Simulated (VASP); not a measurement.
A run of VASP 6.6.1:

Contents of INCAR:

```
SYSTEM = TaN
PREC = Accurate ; ENCUT = 600
EDIFF = 1E-6 ; ISMEAR = -1
SIGMA = 0.05 ; LREAL = .False.
LASPH = .True. ; NELM = 100
ALGO = Normal ; ISIF = 3
LWAVE = .False. ; LCHARG = .False.
GGA = PS ; IBRION = 2
NSW = 100 ; EDIFFG = -0.002
```

KPOINTS

```
Automatic mesh
0
Gamma
  12 12 12
  0 0 0
```

File POSCAR:

```
TaN
1.0
    0.0000000000      2.1790000000      2.1790000000
    2.1790000000      0.0000000000      2.1790000000
    2.1790000000      2.1790000000      0.0000000000
Ta N
1 1
Direct
    0.5000000000      0.5000000000      0.5000000000
    0.0000000000      0.0000000000      0.0000000000
```

Potentials or basis: VASP PAW PBE potentials, release 64 (Ta_pv, N).

Launch:

```sh
$ cat potpaw_PBE.64/Ta_pv/POTCAR potpaw_PBE.64/N/POTCAR > POTCAR
$ mpirun -np 1 vasp_std > vasp.out
```

Hardware: 1 thread of Intel(R) Xeon(R) Platinum 8375C CPU @ 2.90GHz (Ice Lake), on a shared host.

Estimate the wall time of this run.

It took 79 s on 1 thread of Intel(R) Xeon(R) Platinum 8375C CPU @ 2.90GHz (Ice Lake), on a shared host, peak memory 0.18 GiB. Counts: scf iterations 58, k points 72, ion steps 17.
